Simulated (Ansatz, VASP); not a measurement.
# One calculation of Sb3Au, two programs

The input INCAR:

```
PREC = Accurate
ENCUT = 520
EDIFF = 1E-8
ISMEAR = -1
SIGMA = 0.05
LREAL = False
LASPH = True
NELM = 80
ALGO = Normal
ISIF = 2
LWAVE = False
LCHARG = False
GGA = CA
LEFG = True
NBANDS = 21
```

File KPOINTS:

```
Automatic mesh
0
Gamma
  10 10 10
```

POSCAR

```
Sb3Au
1.0
   -3.0298327000      3.0298327000      3.0298327000
    3.0298327000     -3.0298327000      3.0298327000
    3.0298327000      3.0298327000     -3.0298327000
Sb Au
3 1
Direct
    0.0000000000      0.5000000000      0.5000000000
    0.5000000000      0.0000000000      0.5000000000
    0.5000000000      0.5000000000      0.0000000000
    0.0000000000      0.0000000000      0.0000000000
```

Input for Ansatz:

```yaml
crystal:
  lattice:
    - [-3.0298327, 3.0298327, 3.0298327]
    - [3.0298327, -3.0298327, 3.0298327]
    - [3.0298327, 3.0298327, -3.0298327]
  atoms:
    - { symbol: Sb, position: [0.0, 0.5, 0.5] }
    - { symbol: Sb, position: [0.5, 0.0, 0.5] }
    - { symbol: Sb, position: [0.5, 0.5, 0.0] }
    - { symbol: Au, position: [0.0, 0.0, 0.0] }
kpoints:
  mp_grid: { grid: [10, 10, 10] }
scf:
  occupations: { method: fermi_dirac, width: 0.05 }
hamiltonian:
  xc: lda
  pseudopotentials: { kind: paw }
output:
  forces: true
  stress: true
  eigenvalues: true
  efg: { contact_densities: true }
  write_density: true
  write_potential: true
  elf: true
  volumetric_format: npy
```

Change from the starting cell: volume scaled by 0.99, PAW files.

Alike in both runs: task electric field gradients; functional LDA; k mesh 10 × 10 × 10; occupations fermi-dirac, width 0.05 eV; no spin polarisation.

```csv
,VASP,Ansatz
version,VASP 6.6.1,Ansatz 0.2.0
potentials or method,"VASP PAW LDA potentials, release 64 (Sb, Au)","PAW with Ansatz's default frozen-core files, scalar-relativistic"
plane-wave cutoff (eV),520,420
valence electrons in the cell,26,64
```

```tsv
	VASP	Ansatz	Ansatz less VASP
pressure (GPa)	-7.3	-7.4	-0.12
size of Vzz on the site where it differs most (V/Å²)	3.7	11.5	+7.82
```

LDA's correlation is that of Perdew and Zunger in VASP and of Perdew and Wang (1992) in Ansatz. VASP's potentials hold 26 valence electrons a cell and Ansatz's 64, so a difference there can come from the potentials and not from the codes.

Spin-orbit coupling is off throughout.
